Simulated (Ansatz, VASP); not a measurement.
**Al in VASP and in Ansatz**

File INCAR:

```
SYSTEM = Al
PREC     = Accurate       ! precision mode
ENCUT    = 600            ! plane-wave cutoff, eV
EDIFF    = 1E-7           ! SCF threshold, eV
ISMEAR   = 0              ! smearing method
SIGMA    = 0.1            ! smearing width, eV
LREAL    = .FALSE.        ! projectors in reciprocal space
LASPH    = .TRUE.         ! aspherical terms in the spheres
NELM     = 80             ! most SCF steps
ALGO     = Fast           ! electronic algorithm
ISIF     = 3              ! what is computed and relaxed
LWAVE    = .FALSE.        ! write WAVECAR
LCHARG   = .FALSE.        ! write CHGCAR
GGA      = PS             ! functional
IBRION   = 2              ! ionic algorithm
NSW      = 80             ! ionic steps
EDIFFG   = -0.003         ! ionic threshold
```

KPOINTS

```
Automatic mesh
0
G
  34 34 34
  0 0 0
```

The input POSCAR:

```
Al
1.0
    0.0000000000      2.0250000000      2.0250000000
    2.0250000000      0.0000000000      2.0250000000
    2.0250000000      2.0250000000      0.0000000000
Al
1
Direct
    0.0000000000      0.0000000000      0.0000000000
```

Input for Ansatz:

```yaml
crystal:
  lattice:
    - [0.0, 2.025, 2.025]
    - [2.025, 0.0, 2.025]
    - [2.025, 2.025, 0.0]
  atoms:
    - { symbol: Al, position: [0.0, 0.0, 0.0] }
scf:
  occupations: { method: gaussian, width: 0.1 }
output:
  forces: true
  stress: true
  eigenvalues: true
  write_density: true
  write_potential: true
  elf: true
  volumetric_format: npy
kpoints:
  mp_grid: { grid: [34, 34, 34] }
hamiltonian:
  xc: pbesol
relax:
  f_tol: 0.003
  max_steps: 60
  cell: { stress_tol: 0.02 }
```

Alike in both runs: task relaxation of cell and atoms; functional PBEsol; k mesh 34 × 34 × 34; occupations gaussian, width 0.1 eV; no spin polarisation.

|  | VASP | Ansatz |
| --- | --- | --- |
| version | VASP 6.6.1 | Ansatz 0.2.0 |
| potentials or method | VASP PAW PBE potentials, release 64 (Al) | scalar-relativistic, plane waves, PAW |
| plane-wave cutoff (eV) | 600 | 420 |
| valence electrons in the cell | 3 | 3 |

Ansatz gave:

| Quantity | Value |
| --- | --- |
| gap on the k mesh at the Fermi level, each at its own relaxed structure (eV) | none |
| relaxed volume (Å³/atom) | 16.17 |
| relaxed length of the cell vector where the two differ most in proportion (Å) | 2.839 |

Problem. What did VASP give for the same quantities?

Solution. gap on the k mesh at the Fermi level, each at its own relaxed structure (eV): none; relaxed volume (Å³/atom): 16.18; relaxed length of the cell vector where the two differ most in proportion (Å): 2.839.

VASP's potentials were made for PBE, not for PBEsol. A gap of «none» marks a metal or a gap that the smearing closes.
